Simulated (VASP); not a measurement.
Here is a VASP 6.6.1 calculation.

Contents of INCAR:

```
SYSTEM = TiB2
PREC = Accurate
ENCUT = 520
EDIFF = 1E-6
ISMEAR = 0
SIGMA = 0.1
LREAL = .FALSE.
LASPH = .TRUE.
NELM = 150
ALGO = Normal
ISIF = 2
LWAVE = .FALSE.
LCHARG = .FALSE.
ISPIN = 2
MAGMOM = 1 1 0 0 0 0
LORBIT = 11
LMAXMIX = 4
GGA = PE
NBANDS = 31
```

File KPOINTS:

```
regular mesh
0
G
  6 6 4
  0 0 0
```

POSCAR

```
TiB2
1.0
    3.8694547480      0.0000000000      0.0000000000
   -1.9347273740      3.3510461105      0.0000000000
    0.0000000000      0.0000000000      4.3200028188
Ti B
2 4
Direct
    0.3333333333      0.6666666667      0.2500000000
    0.6666666667      0.3333333333      0.7500000000
    0.0000000000      0.0000000000      0.0000000000
    0.0000000000      0.0000000000      0.5000000000
    0.6666666667      0.3333333333      0.2500000000
    0.3333333333      0.6666666667      0.7500000000
```

Potentials or basis: VASP PAW PBE potentials, release 64 (Ti_sv, B).

Run with:

```sh
$ cat potpaw_PBE.64/Ti_sv/POTCAR potpaw_PBE.64/B/POTCAR > POTCAR
$ mpirun -np 1 vasp_std > vasp.out
```

(1) Predict the net moment.

(2) What does it give for the pressure?

(3) Estimate the band gap on the k mesh.

Results:

(1) 0.00 μB per cell.

(2) 0.2 GPa.

(3) zero (filled and empty bands overlap).

Caveat: the k points lie up to 0.36 Å⁻¹ apart.
